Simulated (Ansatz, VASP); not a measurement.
# Nb in VASP and in Ansatz

The input INCAR:

```
PREC = Accurate
ENCUT = 520
EDIFF = 1E-7
ISMEAR = -1
SIGMA = 0.05
LREAL = False
LASPH = True
NELM = 100
ALGO = Normal
ISIF = 2
LWAVE = False
LCHARG = False
GGA = CA
NBANDS = 12
```

File KPOINTS:

```
regular mesh
0
Gamma
  18 18 18
```

POSCAR

```
Nb
1.0
    0.0000000000      1.6644304358      1.6644304358
    1.6644304358      0.0000000000      1.6644304358
    1.6644304358      1.6644304358      0.0000000000
Nb
1
Direct
    0.0000000000      0.0000000000      0.0000000000
```

Input for Ansatz:

```yaml
crystal:
  lattice:
    - [0.0, 1.6644304358, 1.6644304358]
    - [1.6644304358, 0.0, 1.6644304358]
    - [1.6644304358, 1.6644304358, 0.0]
  atoms:
    - { symbol: Nb, position: [0.0, 0.0, 0.0] }
kpoints:
  mp_grid: { grid: [18, 18, 18] }
scf:
  occupations: { method: fermi_dirac, width: 0.05 }
hamiltonian:
  xc: lda
  pseudopotentials: { kind: all_electron, lapw: { basis_error: 0.001 } }
output:
  forces: true
  stress: true
  eigenvalues: true
  populations: true
```

Change from the starting cell: volume scaled by 0.52, LAPW.

Alike in both runs: task single point; functional LDA; k mesh 18 × 18 × 18; occupations fermi-dirac, width 0.05 eV; no spin polarisation.

|  | VASP | Ansatz |
| --- | --- | --- |
| version | VASP 6.6.1 | Ansatz 0.2.0 |
| potentials or method | VASP PAW LDA potentials, release 64 (Nb_sv), cutoff 520 eV | all-electron LAPW, scalar-relativistic |

VASP gave:

* pressure (GPa): 366.2

Task: Estimate Ansatz's values.

Result: Pressure (GPa): 363.5.

LDA's correlation is that of Perdew and Zunger in VASP and of Perdew and Wang (1992) in Ansatz. Both programs put the cell under a high pressure, so it lies far from rest at this level. Ansatz ran all-electron here, and VASP with PAW potentials.

Noted on VASP's run: the cell as given lies far from equilibrium.
